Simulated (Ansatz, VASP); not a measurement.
## Si: VASP beside Ansatz

POSCAR

```
Si
1.0
    2.7384672416      0.0000000000      0.0000000000
   -1.3692336208      2.3715821986      0.0000000000
    0.0000000000      0.0000000000      2.4663543900
Si
1
Direct
    0.0000000000      0.0000000000      0.0000000000
```

File INCAR.step1:

```
PREC = Accurate ; ENCUT = 520
ISMEAR = 0 ; SIGMA = 0.15
LREAL = F ; LASPH = T
NELM = 100 ; NBANDS = 8
GGA = PE ; ALGO = Normal
EDIFF = 1E-4 ; LWAVE = T
LCHARG = F
```

INCAR.step2

```
PREC = Accurate ; ENCUT = 520
EDIFF = 1E-6 ; ISMEAR = 0
SIGMA = 0.15 ; LREAL = F
LASPH = T ; NELM = 100
ALGO = Normal ; ISIF = 2
LWAVE = F ; LCHARG = T
METAGGA = R2SCAN ; LMIXTAU = T
LELF = T ; LVHAR = T
NBANDS = 8 ; ISTART = 1
```

KPOINTS

```
regular mesh
0
Gamma
  24 24 20
```

Input for Ansatz:

```yaml
crystal:
  lattice:
    - [2.7384672416, 0.0, 0.0]
    - [-1.3692336208, 2.3715821986, 0.0]
    - [0.0, 0.0, 2.46635439]
  atoms:
    - { symbol: Si, position: [0.0, 0.0, 0.0] }
basis:
  ecutwfc: 500
kpoints:
  mp_grid: { grid: [24, 24, 20] }
hamiltonian:
  xc: r2scan
scf:
  occupations: { method: gaussian, width: 0.15 }
output:
  forces: true
  stress: true
  eigenvalues: true
```

Change from the starting cell: strain +0.0450 x Voigt [1, 1, 0, 0, 0, 0], atoms carried along.

Alike in both runs: task single point; functional r2SCAN; k mesh 24 × 24 × 20; occupations gaussian, width 0.15 eV; no spin polarisation.

|  | VASP | Ansatz |
| --- | --- | --- |
| version | VASP 6.6.1 | Ansatz 0.2.0 |
| potentials or method | VASP PAW PBE potentials, release 64 (Si), cutoff 520 eV | scalar-relativistic, plane waves, PAW |
| valence electrons in the cell | 4 | 4 |

Ansatz gave:

```
gap on the k mesh at the Fermi level (eV)                     : none
pressure (GPa)                                                : -6.1
traceless stress, the component that is largest in VASP (GPa) : 3.96
```

Problem. Which values does VASP return?

Solution. gap on the k mesh at the Fermi level (eV): none; pressure (GPa): -6.2; traceless stress, the component that is largest in VASP (GPa): 3.87.

VASP's potentials were made for PBE, not for r2SCAN. A gap of «none» marks a metal or a gap that the smearing closes. With one functional, cell and mesh, what is left measures potentials, basis and numerics.
